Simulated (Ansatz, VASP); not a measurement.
**OsO in VASP and in Ansatz**

```xyz
2
Lattice="0.0000 2.2669 2.2669 2.2669 0.0000 2.2669 2.2669 2.2669 0.0000" Properties=species:S:1:pos:R:3 pbc="T T T"
Os    0.0000    0.0000    0.0000
O     3.4004    3.4004    3.4004
```

Alike in both runs: task relaxation of cell and atoms; functional PBE; k mesh 6 × 6 × 6; occupations gaussian, width 0.1 eV; no spin polarisation.

|  | VASP | Ansatz |
| --- | --- | --- |
| version | VASP 6.6.1 | Ansatz 0.2.0 |
| potentials or method | VASP PAW PBE potentials, release 64 (Os, O), cutoff 600 eV | scalar-relativistic, plane waves, PAW |
| valence electrons in the cell | 14 | 22 |

|  | VASP | Ansatz | Ansatz less VASP |
| --- | --- | --- | --- |
| gap on the k mesh at the Fermi level, each at its own relaxed structure (eV) | 0.17 | 0.21 | +0.039 |
| relaxed volume (Å³/atom) | 12.63 | 12.47 | -0.150 |
| relaxed length of the cell vector where the two differ most in proportion (Å) | 3.293 | 3.280 | -0.0131 |

VASP's potentials hold 14 valence electrons a cell and Ansatz's 22, so a difference there can come from the potentials and not from the codes.

Spin-orbit coupling is off throughout.
